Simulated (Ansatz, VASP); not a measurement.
## GaAs in VASP and in Ansatz

```xyz
2
Lattice="0.0000 2.7198 2.7198 2.7198 0.0000 2.7198 2.7198 2.7198 0.0000" Properties=species:S:1:pos:R:3 pbc="T T T"
Ga    0.0000    0.0000    0.0000
As    1.3599    1.3599    1.3599
```

Change from the starting cell: hydrostatic strain -4.0%.

Alike in both runs: task single point; functional r2SCAN; k mesh 8 × 8 × 8; no spin polarisation.

```csv
,VASP,Ansatz
version,VASP 6.6.1,Ansatz 0.2.0
potentials or method,"VASP PAW PBE potentials, release 64 (Ga_d, As)","plane waves, PAW"
plane-wave cutoff (eV),520,500
occupations,"gaussian, width 0.01 eV",fixed
valence electrons in the cell,18,28
```

Ansatz gave:

| Item | Value |
| --- | --- |
| gap on the k mesh at the Fermi level (eV) | 1.53 |
| pressure (GPa) | 11.7 |

Problem. What did VASP give for the same quantities?

Solution. gap on the k mesh at the Fermi level (eV): 1.52; pressure (GPa): 11.9.

VASP's potentials were made for PBE, not for r2SCAN. VASP's potentials hold 18 valence electrons a cell and Ansatz's 28, so a difference there can come from the potentials and not from the codes.
